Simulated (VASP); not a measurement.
# C: relaxation of cell and atoms with r2SCAN

C:

```
CELL_PARAMETERS angstrom
1.22805 -2.12706 0.00000
1.22805 2.12706 0.00000
0.00000 0.00000 7.17327
ATOMIC_POSITIONS crystal
C 0.08338 0.91662 0.75314
C 0.58338 0.41662 0.24686
C 0.91662 0.08338 0.24686
C 0.41662 0.58338 0.75314
```

```json
{"Program": "VASP 6.6.1", "Task": "relaxation of cell and atoms", "Functional": "r2SCAN", "Potentials or basis": "VASP PAW PBE potentials, release 64 (C_h)", "Cutoff": "1430 eV", "k mesh": "1 × 1 × 1", "Occupations": "gaussian, width 0.1 eV", "Spin": "no spin polarisation", "Dipole correction": "no", "Further INCAR settings": "ALGO = Normal; EDIFF = 1e-07; IBRION = 2; EDIFFG = -0.01; NSW = 80; ISIF = 3"}
```

```yaml
Relaxed_volume: 13.12 Å³/atom
Relaxed_cell: a = 2.506 Å, b = 2.506 Å, c = 9.645 Å, α = 90.00°, β = 90.00°, γ = 119.97°
Space_group_after_relaxing_to_0.1_Å: Fmmm (No. 69)
Energy_gained_by_relaxing: 85.3 meV/atom
Ionic_steps: 20
Pressure_after_relaxing: 0.0 GPa
Largest_force_after_relaxing: 0.008 eV/Å
```

Forces on the atoms (eV/Å):
```
C    0.000  0.008 -0.001
C    0.000  0.008  0.001
C    0.000 -0.008  0.001
C    0.000 -0.008 -0.001
```

Stress tensor (GPa, compression positive):
```
0.04 0.00 0.00
0.00 0.10 0.00
0.00 0.00 0.00
```

Step by step:
```tsv
step	energy change (eV)	largest force (eV/Å)	pressure (GPa)	volume (Å³)
1	0.0000	0.0485	20.68	37.48
2	0.5575	0.3050	-30.80	44.40
3	-0.1331	0.1151	0.98	39.50
4	-0.1335	0.1094	1.89	39.40
5	-0.1827	0.8124	1.29	40.46
6	-0.2022	1.8785	0.88	41.66
7	-0.2101	1.7785	0.84	41.80
8	-0.2316	1.4791	0.74	42.20
9	-0.2658	0.8837	0.61	43.01
10	-0.3017	0.2936	0.56	44.62
11	-0.3052	0.8040	0.61	45.32
12	-0.3135	0.6146	0.61	45.87
13	-0.3294	0.0406	0.68	47.53
14	-0.3274	1.1335	1.00	50.83
15	-0.3334	0.5273	0.82	49.14
16	-0.3386	0.2356	0.60	50.39
17	-0.3407	0.1665	0.33	52.14
18	-0.3407	0.1142	0.37	51.91
19	-0.3410	0.0199	0.12	52.34
20	-0.3410	0.0080	0.05	52.47
```

Final structure:
```cif
data_structure
_symmetry_space_group_name_H-M 'P 1'
_symmetry_Int_Tables_number 1
_cell_length_a 2.5060
_cell_length_b 2.5060
_cell_length_c 9.6448
_cell_angle_alpha 90.000
_cell_angle_beta 90.000
_cell_angle_gamma 119.972
_cell_volume 52.47
loop_
_atom_site_label
_atom_site_type_symbol
_atom_site_fract_x
_atom_site_fract_y
_atom_site_fract_z
_atom_site_occupancy
C1 C 0.08333 0.91667 0.75159 1
C2 C 0.58333 0.41667 0.24841 1
C3 C 0.91667 0.08333 0.24841 1
C4 C 0.41667 0.58333 0.75159 1
```

Wall time 7.4 min on 1 thread of Intel(R) Xeon(R) Platinum 8488C (Sapphire Rapids), with other jobs on the host, peak memory 0.27 GiB.

Caveat: the k points lie up to 2.89 Å⁻¹ apart in the final cell, too coarse for converged energies, forces and pressures; the volume moved by over 15 % at a fixed basis, so the end points are rough; the PAW data sets were made with another functional, which shifts forces and pressure a little.
